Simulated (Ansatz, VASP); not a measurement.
# Rh in VASP and in Ansatz

```
CELL_PARAMETERS angstrom
0.00000 1.87883 1.87883
1.87883 0.00000 1.87883
1.87883 1.87883 0.00000
ATOMIC_POSITIONS crystal
Rh 0.00000 0.00000 0.00000
```

Alike in both runs: functional LDA; k mesh 8 × 8 × 8; occupations gaussian, width 0.1 eV; no spin polarisation.

Ansatz relaxed the structure, and its values are those at the end. VASP's run is a single point on that final structure, the one shown.

|  | VASP | Ansatz |
| --- | --- | --- |
| version | VASP 6.6.1 | Ansatz 0.2.0 |
| potentials or method | VASP PAW LDA potentials, release 64 (Rh_sv_GW), cutoff 530 eV | scalar-relativistic, plane waves, PAW |
| valence electrons in the cell | 17 | 17 |

```tsv
	VASP	Ansatz	Ansatz less VASP
gap on the k mesh at the Fermi level (eV)	none	none	-
pressure (GPa)	-2.1	-0.1	+2.02
```

LDA's correlation is that of Perdew and Zunger in VASP and of Perdew and Wang (1992) in Ansatz. A gap of «none» marks a metal or a gap that the smearing closes.

The k mesh is coarse, so the values compare programs but aren't converged.
